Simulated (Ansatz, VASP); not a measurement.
# One calculation of Be3S5, two programs

```xyz
8
Lattice="3.5372 0.0043 -0.0007 0.0972 3.5477 0.0056 1.7669 1.5159 10.6615" Properties=species:S:1:pos:R:3 pbc="T T T"
Be    1.9453    1.6708    4.1023
Be    3.6670    3.4986    6.5526
Be    5.1118    1.7494   10.6609
S     3.1237    1.9758    1.1054
S     3.6912    1.3227    3.0204
S     1.9054    3.4309    5.3262
S     3.4821    4.8093    9.6020
S     3.9594    1.6903    7.6245
```

Alike in both runs: task single point; functional PBE; k mesh 4 × 4 × 2; occupations gaussian, width 0.1 eV; no spin polarisation.

|  | VASP | Ansatz |
| --- | --- | --- |
| version | VASP 6.6.1 | Ansatz 0.2.0 |
| potentials or method | VASP PAW PBE potentials, release 64 (Be, S), cutoff 520 eV | scalar-relativistic, plane waves, PAW |
| valence electrons in the cell | 36 | 36 |

```csv
,VASP,Ansatz,Ansatz less VASP
gap on the k mesh at the Fermi level (eV),1.18,1.15,-0.027
least direct gap on the mesh (eV),1.73,1.70,-0.022
pressure (GPa),-0.1,0.0,+0.15
"traceless stress, the component that is largest in VASP (GPa)",-0.54,-0.30,+0.238
rms of the force components (eV/Å),0.051,0.013,-0.0382
```

Atom by atom the forces differ by 0.041 eV/Å (rms over components). With one functional, cell and mesh, what is left measures potentials, basis and numerics.

The k mesh is coarse, so the values compare programs but aren't converged.
